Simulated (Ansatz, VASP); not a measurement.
Two plane-wave programs on Be2C

INCAR

```
SYSTEM = Be2C
ALGO = Normal
EDIFF = 1E-6
ENCUT = 600
GGA = PE
GGA_COMPAT = .FALSE.
ISIF = 2
ISMEAR = 0
LASPH = .TRUE.
LCHARG = .FALSE.
LREAL = .FALSE.
LWAVE = .FALSE.
NBANDS = 11
NELM = 120
PREC = Accurate
SIGMA = 0.01
```

The input KPOINTS:

```
k-points
0
G
  7 7 7
  0 0 0
```

File POSCAR:

```
Be2C
1.0
    3.0617720000      0.0000000000      0.0000000000
    1.5308860000      2.6515723326      0.0000000000
    1.5308860000      0.8838574442      2.4999263696
Be C
2 1
Direct
    0.2500000000      0.2500000000      0.2500000000
    0.7500000000      0.7500000000      0.7500000000
    0.0000000000      0.0000000000      0.0000000000
```

Input for Ansatz:

```yaml
crystal:
  lattice:
    a: 3.061772
    b: 3.061772
    c: 3.061772
    alpha: 60.0
    beta: 60.0
    gamma: 60.0
  atoms:
    - { symbol: Be, position: [0.25, 0.25, 0.25] }
    - { symbol: Be, position: [0.75, 0.75, 0.75] }
    - { symbol: C, position: [0.0, 0.0, 0.0] }
kpoints:
  mp_grid:
    grid: [7, 7, 7]
    shift: [0.0, 0.0, 0.0]
hamiltonian:
  xc: pbe
  pseudopotentials:
    kind: paw
scf:
  occupations:
    method: fixed
output:
  write_density: true
  volumetric_format: npy
  elf: true
  dos:
    de: 0.2
    nscf_kmesh:
      kspacing: 0.16
  eigenvalues: true
```

Alike in both runs: task single point; functional PBE; k mesh 7 × 7 × 7; no spin polarisation.

|  | VASP | Ansatz |
| --- | --- | --- |
| version | VASP 6.6.1 | Ansatz 0.2.0 |
| potentials or method | VASP PAW PBE potentials, release 64 (Be, C) | plane waves, PAW |
| plane-wave cutoff (eV) | 600 | 420 |
| occupations | gaussian, width 0.01 eV | fixed |
| valence electrons in the cell | 8 | 8 |

```tsv
	VASP	Ansatz	Ansatz less VASP
gap on the k mesh at the Fermi level (eV)	1.39	1.41	+0.013
```
